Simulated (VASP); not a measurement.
# InP (Fm-3m) in VASP: further runs

Runs on InP. Level: LDA. Tasks: electric field gradients, single point.

Program: VASP 6.6.1. These are calculated values, not measurements. Logs are shortened: lines on timing, memory, paths and dates and some standing lists are left out, and cuts for length are marked.

**1. The cell of the first run**

The structure is cubic, space group Fm-3m (No. 225). The conventional cell has a = 5.633 Å, b = 5.633 Å, c = 5.633 Å, α = 90.00°, β = 90.00°, γ = 90.00°. In (site symmetry m-3m) has 6 P at 2.82 Å within 3.7 Å. Within 3.7 Å of P (site symmetry m-3m) lie 6 In at 2.82 Å.

**2. Electric field gradients, LDA (22.34 Å³/atom)**

The input, INCAR:

```
SYSTEM = InP
ALGO     = Normal         ! electronic algorithm
EDIFF    = 1E-8           ! SCF threshold, eV
ENCUT    = 520            ! plane-wave cutoff, eV
GGA      = CA             ! functional
ISIF     = 2              ! what is computed and relaxed
ISMEAR   = -1             ! smearing method
LASPH    = .TRUE.         ! aspherical terms in the spheres
LCHARG   = .FALSE.        ! write CHGCAR
LEFG     = .TRUE.       
LREAL    = .FALSE.        ! projectors in reciprocal space
LWAVE    = .FALSE.        ! write WAVECAR
NBANDS   = 16             ! bands
NELM     = 60             ! most SCF steps
PREC     = Accurate       ! precision mode
SIGMA    = 0.05           ! smearing width, eV
```

The input, KPOINTS:

```
k-points
0
G
  11 11 11
  0 0 0
```

The input, POSCAR:

```
InP
1.0
    0.0000000000      2.8164141889      2.8164141889
    2.8164141889      0.0000000000      2.8164141889
    2.8164141889      2.8164141889      0.0000000000
In P
1 1
Direct
    0.0000000000      0.0000000000      0.0000000000
    0.5000000000      0.5000000000      0.5000000000
```

Potentials or basis: VASP PAW LDA potentials, release 64 (In_d, P).

The run is started by

```sh
$ cat potpaw_LDA.64/In_d/POTCAR potpaw_LDA.64/P/POTCAR > POTCAR
$ mpirun -np 1 vasp_std > vasp.out
```

OUTCAR:

```text
SYSTEM = InP
   EDIFF = 1E-8
   ENCUT = 520
   GGA = CA
   ISIF = 2
   ISMEAR = -1
   LASPH = .TRUE.
   LREAL = .FALSE.
   NELM = 60
   PREC = Accurate

 ion  position               nearest neighbor table
   1  0.000  0.000  0.000-   2 2.82   2 2.82   2 2.82   2 2.82   2 2.82   2 2.82
   2  0.500  0.500  0.500-   1 2.82   1 2.82   1 2.82   1 2.82   1 2.82   1 2.82

  LATTYP: Found a face centered cubic cell.
 ALAT       =     5.6328283778

  Lattice vectors:

 A1 = (   0.0000000000,   2.8164141889,   2.8164141889)
 A2 = (   2.8164141889,   0.0000000000,   2.8164141889)
 A3 = (   2.8164141889,   2.8164141889,   0.0000000000)

Analysis of symmetry for initial positions (statically):
=====================================================================
 Subroutine PRICEL returns:
 Original cell was already a primitive cell.

 Routine SETGRP: Setting up the symmetry group for a
 face centered cubic supercell.

 Subroutine GETGRP returns: Found 48 space group operations
 (whereof 48 operations were pure point group operations)
 out of a pool of 48 trial point group operations.

The static configuration has the point symmetry O_h .

Analysis of symmetry for dynamics (positions and initial velocities):
=====================================================================
 Subroutine PRICEL returns:
 Original cell was already a primitive cell.

 Routine SETGRP: Setting up the symmetry group for a
 face centered cubic supercell.

 Subroutine GETGRP returns: Found 48 space group operations
 (whereof 48 operations were pure point group operations)
 out of a pool of 48 trial point group operations.

The dynamic configuration has the point symmetry O_h .

 Subroutine INISYM returns: Found 48 space group operations
 (whereof 48 operations are pure point group operations),
 and found     1 'primitive' translations

----------------------------------------------------------------------------------------

                                     Primitive cell

  volume of cell :      44.6807

  direct lattice vectors                    reciprocal lattice vectors
     0.000000000  2.816414189  2.816414189    -0.177530706  0.177530706  0.177530706
     2.816414189  0.000000000  2.816414189     0.177530706 -0.177530706  0.177530706
     2.816414189  2.816414189  0.000000000     0.177530706  0.177530706 -0.177530706

  length of vectors
     3.983011143  3.983011143  3.983011143     0.307492203  0.307492203  0.307492203

  position of ions in fractional coordinates (direct lattice)
     0.000000000  0.000000000  0.000000000
     0.500000000  0.500000000  0.500000000

  ion indices of the primitive-cell ions
   primitive index   ion index
                 1           1
                 2           2

----------------------------------------------------------------------------------------

 KPOINTS: k-points

Automatic generation of k-mesh.
 Grid dimensions read from file:
 generate k-points for:   11   11   11

 Generating k-lattice:

  Cartesian coordinates                     Fractional coordinates (reciprocal lattice)
    -0.016139155  0.016139155  0.016139155     0.090909091  0.000000000  0.000000000
     0.016139155 -0.016139155  0.016139155     0.000000000  0.090909091  0.000000000
     0.016139155  0.016139155 -0.016139155     0.000000000  0.000000000  0.090909091

  Length of vectors
     0.027953837  0.027953837  0.027953837

  Shift w.r.t. Gamma in fractional coordinates (k-lattice)
     0.000000000  0.000000000  0.000000000

 Subroutine IBZKPT returns following result:
 ===========================================

 Found     56 irreducible k-points:

 Following reciprocal coordinates:
            Coordinates               Weight
  0.000000  0.000000  0.000000      1.000000
  0.090909  0.000000  0.000000      8.000000
  0.181818  0.000000  0.000000      8.000000
  0.272727  0.000000  0.000000      8.000000
  0.363636  0.000000  0.000000      8.000000
  0.454545  0.000000  0.000000      8.000000
[... 16 lines left out ...]
 -0.272727  0.181818  0.000000     24.000000
 -0.181818  0.181818  0.000000     12.000000
 [... further k-points ...]
   k-points           NKPTS =     56   k-points in BZ     NKDIM =     56   number of bands    NBANDS=     16
   number of dos      NEDOS =    301   number of ions     NIONS =      2
   total plane-waves  NPLWV =  27000
   dimension x,y,z NGX =    30 NGY =   30 NGZ =   30
   dimension x,y,z NGXF=    60 NGYF=   60 NGZF=   60
   ions per type =               1   1
   NGX,Y,Z   is equivalent  to a cutoff of  12.52, 12.52, 12.52 a.u.
   NGXF,Y,Z  is equivalent  to a cutoff of  25.04, 25.04, 25.04 a.u.
 SYSTEM =  InP
   PREC   = accura    normal or accurate (medium, high low for compatibility)
   ISTART =      0    job   : 0-new  1-cont  2-samecut
   ICHARG =      2    charge: 1-file 2-atom 10-const
   ISPIN  =      1    spin polarized calculation?
   LNONCOLLINEAR =      F non collinear calculations
   LSORBIT =      F    spin-orbit coupling
   LASPH  =      T    aspherical Exc in radial PAW
   ENCUT  =  520.0 eV  38.22 Ry    6.18 a.u.   7.41  7.41  7.41*2*pi/ulx,y,z
   NELM   =     60;   NELMIN=  2; NELMDL= -5     # of ELM steps
   EDIFF  = 0.1E-07   stopping-criterion for ELM
   LREAL  =      F    real-space projection
   EDIFFG = 0.1E-06   stopping-criterion for IOM
   NSW    =      0    number of steps for IOM
   IBRION =     -1    ionic relax: 0-MD 1-quasi-New 2-CG
   NFREE  =      0    steps in history (QN), initial steepest desc. (CG)
   ISIF   =      2    stress and relaxation
   ISYM   =      2    0-nonsym 1-usesym 2-fastsym
   POTIM  = 0.5000    time-step for ionic-motion
   TEBEG  =    0.0;   TEEND  =   0.0 temperature during run
   PSTRESS=    0.0 pullay stress
   NELECT =      18.0000    total number of electrons
   NUPDOWN=      -1.0000    fix difference up-down
   EMIN   =  10.00;   EMAX   =-10.00  energy-range for DOS
   EFERMI =   0.00;   METHOD = LEGACY
   ISMEAR =    -1;   SIGMA  =   0.05  broadening in eV -4-tet -1-fermi 0-gaus
   EFERMI_NEDOS =   21; number of points for ismear=-14 and -15
   IALGO  =     38    algorithm
   IMIX   =      4    mixing-type and parameters
     AMIX     =   0.40;   BMIX     =  1.00
     AMIX_MAG =   1.60;   BMIX_MAG =  1.00
  volume/ion in A,a.u.               =      22.34       150.76
  Fermi-wavevector in a.u.,A,eV,Ry     =   1.209091  2.284852 19.890385  1.461902
  Thomas-Fermi vector in A             =   2.344679
   LORBIT       =      0    0 simple, 1 ext, 2 COOP (PROOUT), +10 PAW based schemes
   GGA     = CA    functional components
   LHFCALC =     F    Hartree Fock is set to
   AEXX    =    0.0000 exact exchange contribution
   IVDW    =     0    specifies the selected vdW correction
   LEPSILON=     F    determine dielectric tensor
   LRPA    =     F    only Hartree local field effects (RPA)
 non-spin polarized calculation
  energy-cutoff  :      520.00
  volume of cell :       44.68
 maximum number of plane-waves:      1243
 NGX is ok and might be reduce to    30
   NGX = 15   NGY = 15   NGZ = 15

 number of electron      17.9999996 magnetization

 Free energy of the ion-electron system (eV)
  ---------------------------------------------------
  ext. energy  EPLUGINS =         0.00000000
  ---------------------------------------------------
  free energy    TOTEN  =        -9.19354656 eV

  energy without entropy =       -9.18628193  energy(sigma->0) =       -9.18991425

 E-fermi :   6.2092     XC(G=0): -10.4098

 val. band max:        6.2061719406   @ k =   0.0000   0.0000   0.0000
 cond. band min:       6.2287755736   @ k =  -0.0909   0.0909   0.0000
 fundamental gap:      0.0226036330
 Fermi energy:         6.2091832668

 k-point     1 :       0.0000    0.0000    0.0000
  band No.  band energies     occupation
      1      -7.8592      2.00000
      2      -7.8592      2.00000
      3      -7.8381      2.00000
      4      -7.8381      2.00000
      5      -7.8381      2.00000
      6      -5.4080      2.00000
[... 8 lines left out ...]
     15      14.2225      0.00000
     16      14.2225      0.00000

 k-point     2 :       0.0909    0.0000    0.0000
  band No.  band energies     occupation
      1      -7.8623      2.00000
      2      -7.8623      2.00000
      3      -7.8381      2.00000
      4      -7.8335      2.00000
      5      -7.8335      2.00000
      6      -5.3105      2.00000
[... 8 lines left out ...]
     15      13.8519      0.00000
     16      14.2998      0.00000
[... 387 lines left out ...]
      5      -7.7908      2.00000
      6      -3.8619      2.00000
[... 8 lines left out ...]
     15      16.1864      0.00000
     16      18.2822      0.00000

 k-point    24 :      -0.1818    0.1818    0.0000
  band No.  band energies     occupation
      1      -7.8957      2.00000
      2      -7.8906      2.00000
      3      -7.8352      2.00000
      4      -7.8069      2.00000
      5      -7.7954      2.00000
      6      -4.3945      2.00000
[... 8 lines left out ...]
     15      16.0037      0.00000
     16      17.1208      0.00000

 [... further k-points ...]
[... 5 lines left out ...]
  --------------------------------------------------------------------------------------
  -------------------------------------------------------------------------------------
  Total       -2.2111603     -2.2111603     -2.2111603      0.0000000      0.0000000      0.0000000
  in kB      -79.2886886    -79.2886886    -79.2886886      0.0000000      0.0000000      0.0000000
  external PRESSURE =     -79.2886886 kB  Pullay stress =       0.0000000 kB

 VOLUME and BASIS-vectors are now :
 -----------------------------------------------------------------------------
  energy-cutoff  :      520.00
  volume of cell :       44.68
      direct lattice vectors                 reciprocal lattice vectors
     0.000000000  2.816414189  2.816414189    -0.177530706  0.177530706  0.177530706
     2.816414189  0.000000000  2.816414189     0.177530706 -0.177530706  0.177530706
     2.816414189  2.816414189  0.000000000     0.177530706  0.177530706 -0.177530706

 POSITION                                       TOTAL-FORCE (eV/Angst)
 -----------------------------------------------------------------------------------
      0.00000      0.00000      0.00000         0.000000      0.000000      0.000000
      2.81641      2.81641      2.81641         0.000000     -0.000000     -0.000000
 -----------------------------------------------------------------------------------
    total drift:                               -0.000000      0.000000      0.000000

  FREE ENERGIE OF THE ION-ELECTRON SYSTEM (eV)
  ---------------------------------------------------
  free  energy   TOTEN  =        -9.1935465620 eV

  energy  without entropy=       -9.1862819316  energy(sigma->0) =       -9.18991425

 Electric field gradients (V/A^2)
---------------------------------------------------------------------
 ion       V_xx      V_yy      V_zz      V_xy      V_xz      V_yz
---------------------------------------------------------------------
   1      -0.000    -0.000    -0.000     0.000     0.000     0.000
   2      -0.000     0.000     0.000    -0.000    -0.000    -0.000
---------------------------------------------------------------------

 Electric field gradients after diagonalization (V/A^2)
 (convention: |V_zz| > |V_xx| > |V_yy|)
----------------------------------------------------------------------
 ion       V_xx      V_yy      V_zz     asymmetry (V_yy - V_xx)/ V_zz
----------------------------------------------------------------------
   1      -0.000    -0.000     0.001       0.000
   2       0.000     0.000    -0.001       0.000
----------------------------------------------------------------------

           NMR quadrupolar parameters

 Cq : quadrupolar parameter    Cq=e*Q*V_zz/h
 eta: asymmetry parameters     (V_yy - V_xx)/ V_zz
 Q  : nuclear electric quadrupole moment in mb (millibarn)
----------------------------------------------------------------------
 ion       Cq(MHz)       eta       Q (mb)
----------------------------------------------------------------------
   1       0.000       0.000       1.000
   2      -0.000       0.000       1.000
----------------------------------------------------------------------
```

Run time: 64 s. Hardware: 1 thread of Intel Xeon 8259CL, shared host; peak memory 0.17 GiB.

What came out:

```
Free energy                             : -9.1935 eV
Pressure                                : -7.9 GPa
Band gap on the k mesh                  : zero (bands 9 and 10 overlap by 2.47 eV)
Largest electric field gradient by atom : zero within the noise of the run
```

Caveat: the cell stands under tension; spin-orbit coupling is left out, which moves the levels of the heavy elements.

**3. Electric field gradients, LDA (22.81 Å³/atom)**

This run uses another cell than the first one, of 22.81 Å³/atom.

The input, INCAR:

```
ALGO     = Normal         # electronic algorithm
EDIFF    = 1E-8           # SCF threshold, eV
ENCUT    = 520            # plane-wave cutoff, eV
GGA      = CA             # functional
ISIF     = 2              # what is computed and relaxed
ISMEAR   = -1             # smearing method
LASPH    = True           # aspherical terms in the spheres
LCHARG   = False          # write CHGCAR
LEFG     = True         
LREAL    = False          # projectors in reciprocal space
LWAVE    = False          # write WAVECAR
NBANDS   = 16             # bands
NELM     = 80             # most SCF steps
PREC     = Accurate       # precision mode
SIGMA    = 0.05           # smearing width, eV
```

The input, KPOINTS:

```
k-points
0
Gamma
  11 11 11
```

The input, POSCAR:

```
InP
1.0
    0.0000000000      2.8358383488      2.8358383488
    2.8358383488      0.0000000000      2.8358383488
    2.8358383488      2.8358383488      0.0000000000
In P
1 1
Direct
    0.0000000000      0.0000000000      0.0000000000
    0.5000000000      0.5000000000      0.5000000000
```

Potentials or basis: VASP PAW LDA potentials, release 64 (In_d, P).

The run is started by

```sh
$ cat potpaw_LDA.64/In_d/POTCAR potpaw_LDA.64/P/POTCAR > POTCAR
$ mpirun -np 1 vasp_std > vasp.out
```

OUTCAR:

```text
EDIFF = 1E-8
   ENCUT = 520
   GGA = CA
   ISIF = 2
   ISMEAR = -1
   LASPH = True
   LREAL = False
   NELM = 80
   PREC = Accurate

 ion  position               nearest neighbor table
   1  0.000  0.000  0.000-   2 2.84   2 2.84   2 2.84   2 2.84   2 2.84   2 2.84
   2  0.500  0.500  0.500-   1 2.84   1 2.84   1 2.84   1 2.84   1 2.84   1 2.84

  LATTYP: Found a face centered cubic cell.
 ALAT       =     5.6716766976

  Lattice vectors:

 A1 = (   0.0000000000,   2.8358383488,   2.8358383488)
 A2 = (   2.8358383488,   0.0000000000,   2.8358383488)
 A3 = (   2.8358383488,   2.8358383488,   0.0000000000)

Analysis of symmetry for initial positions (statically):
=====================================================================
 Subroutine PRICEL returns:
 Original cell was already a primitive cell.

 Routine SETGRP: Setting up the symmetry group for a
 face centered cubic supercell.

 Subroutine GETGRP returns: Found 48 space group operations
 (whereof 48 operations were pure point group operations)
 out of a pool of 48 trial point group operations.

The static configuration has the point symmetry O_h .

Analysis of symmetry for dynamics (positions and initial velocities):
=====================================================================
 Subroutine PRICEL returns:
 Original cell was already a primitive cell.

 Routine SETGRP: Setting up the symmetry group for a
 face centered cubic supercell.

 Subroutine GETGRP returns: Found 48 space group operations
 (whereof 48 operations were pure point group operations)
 out of a pool of 48 trial point group operations.

The dynamic configuration has the point symmetry O_h .

[... 149 lines left out ...]
 cond. band min:       5.9956826008   @ k =  -0.0909   0.0909   0.0000
 fundamental gap:      0.0441157725
 Fermi energy:         5.9698483940

 k-point     1 :       0.0000    0.0000    0.0000
  band No.  band energies     occupation
      1      -8.0762      2.00000
      2      -8.0762      2.00000
      3      -8.0562      2.00000
      4      -8.0562      2.00000
      5      -8.0562      2.00000
      6      -5.5053      2.00000
[... 433 lines left out ...]
      3      -8.0533      2.00000
      4      -8.0272      2.00000
      5      -8.0162      2.00000
      6      -4.5211      2.00000
[... 8 lines left out ...]
     15      15.6401      0.00000
     16      16.8072      0.00000

 [... further k-points ...]
[... 5 lines left out ...]
  --------------------------------------------------------------------------------------
  -------------------------------------------------------------------------------------
  Total       -2.5186938     -2.5186938     -2.5186938      0.0000000      0.0000000      0.0000000
  in kB      -88.4731609    -88.4731609    -88.4731609      0.0000000      0.0000000      0.0000000
  external PRESSURE =     -88.4731609 kB  Pullay stress =       0.0000000 kB

 VOLUME and BASIS-vectors are now :
 -----------------------------------------------------------------------------
  energy-cutoff  :      520.00
  volume of cell :       45.61
      direct lattice vectors                 reciprocal lattice vectors
     0.000000000  2.835838349  2.835838349    -0.176314704  0.176314704  0.176314704
     2.835838349  0.000000000  2.835838349     0.176314704 -0.176314704  0.176314704
     2.835838349  2.835838349  0.000000000     0.176314704  0.176314704 -0.176314704

 POSITION                                       TOTAL-FORCE (eV/Angst)
 -----------------------------------------------------------------------------------
      0.00000      0.00000      0.00000         0.000000      0.000000     -0.000000
      2.83584      2.83584      2.83584         0.000000      0.000000      0.000000
 -----------------------------------------------------------------------------------
    total drift:                               -0.000000      0.000000      0.000000

  FREE ENERGIE OF THE ION-ELECTRON SYSTEM (eV)
  ---------------------------------------------------
  free  energy   TOTEN  =        -9.1450947468 eV

  energy  without entropy=       -9.1375974545  energy(sigma->0) =       -9.14134610

 Electric field gradients (V/A^2)
---------------------------------------------------------------------
 ion       V_xx      V_yy      V_zz      V_xy      V_xz      V_yz
---------------------------------------------------------------------
   1       0.000    -0.000     0.000    -0.000    -0.000    -0.000
   2      -0.000     0.000    -0.000    -0.000    -0.000    -0.000
---------------------------------------------------------------------

 Electric field gradients after diagonalization (V/A^2)
 (convention: |V_zz| > |V_xx| > |V_yy|)
----------------------------------------------------------------------
 ion       V_xx      V_yy      V_zz     asymmetry (V_yy - V_xx)/ V_zz
----------------------------------------------------------------------
   1       0.000     0.000    -0.001       0.000
   2       0.000     0.000    -0.000       0.000
----------------------------------------------------------------------

           NMR quadrupolar parameters

 Cq : quadrupolar parameter    Cq=e*Q*V_zz/h
 eta: asymmetry parameters     (V_yy - V_xx)/ V_zz
 Q  : nuclear electric quadrupole moment in mb (millibarn)
----------------------------------------------------------------------
 ion       Cq(MHz)       eta       Q (mb)
----------------------------------------------------------------------
   1      -0.000       0.000       1.000
   2      -0.000       0.000       1.000
----------------------------------------------------------------------
```

Wall time 55 s (1 thread of Intel Xeon 8259CL, shared host); peak memory 0.17 GiB.

What came out:

```
Free energy                             : -9.1451 eV
Pressure                                : -8.8 GPa
Band gap on the k mesh                  : zero (bands 9 and 10 overlap by 2.40 eV)
Largest electric field gradient by atom : zero within the noise of the run
```

Caveat: the cell stands under tension; spin-orbit coupling is left out, which moves the levels of the heavy elements.

(Part 1 of 3 ends here.)
